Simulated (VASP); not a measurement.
Input of a VASP 6.6.1 run:

The input POSCAR:

```
WSe2
1.0
    3.3143636060      0.0000000000      0.0000000000
   -1.6571818030      2.8703230802      0.0000000000
    0.0000000000      0.0000000000     16.6586759938
W Se
1 2
Direct
    0.0000000000      0.0000000000      0.0000000000
    0.3333333333      0.6666666667      0.0997031696
    0.3333333333      0.6666666667      0.9002968304
```

Contents of INCAR.step1:

```
SYSTEM = WSe2
ALGO     = Normal         ! electronic algorithm
EDIFF    = 1E-4           ! SCF threshold, eV
ENCUT    = 520            ! plane-wave cutoff, eV
GGA      = PE             ! functional
ISMEAR   = 0              ! smearing method
LASPH    = .True.         ! aspherical terms in the spheres
LCHARG   = .False.        ! write CHGCAR
LREAL    = .False.        ! projectors in reciprocal space
LWAVE    = .True.         ! write WAVECAR
NBANDS   = 20             ! bands
NELM     = 80             ! most SCF steps
PREC     = Accurate       ! precision mode
SIGMA    = 0.05           ! smearing width, eV
```

File INCAR.step2:

```
SYSTEM = WSe2
ALGO     = Normal         ! electronic algorithm
EDIFF    = 1E-6           ! SCF threshold, eV
ENCUT    = 520            ! plane-wave cutoff, eV
ISIF     = 2              ! what is computed and relaxed
ISMEAR   = 0              ! smearing method
ISTART   = 1            
LASPH    = .True.         ! aspherical terms in the spheres
LCHARG   = .False.        ! write CHGCAR
LMIXTAU  = .True.       
LREAL    = .False.        ! projectors in reciprocal space
LWAVE    = .False.        ! write WAVECAR
METAGGA  = R2SCAN         ! meta-GGA
NBANDS   = 20             ! bands
NELM     = 80             ! most SCF steps
PREC     = Accurate       ! precision mode
SIGMA    = 0.05           ! smearing width, eV
```

Contents of KPOINTS:

```
k-points
0
Gamma
  12 12 2
  0 0 0
```

Potentials or basis: VASP PAW PBE potentials, release 64 (W_sv, Se).

Run with:

```sh
$ cat potpaw_PBE.64/W_sv/POTCAR potpaw_PBE.64/Se/POTCAR > POTCAR
$ cp INCAR.step1 INCAR
$ mpirun -np 1 vasp_std > vasp.out
$ cp INCAR.step2 INCAR
$ mpirun -np 1 vasp_std > vasp.out
```

(1) Estimate the band gap on the k mesh.

(2) What does it give for the largest force?

## Answers

(1) 1.64 eV.

(2) 0.044 eV/Å.

Caveat: there is no dipole correction, which matters where the two faces differ; the PAW data sets were made with another functional, which shifts forces and pressure a little; spin-orbit coupling is left out, which moves the levels of the heavy elements.
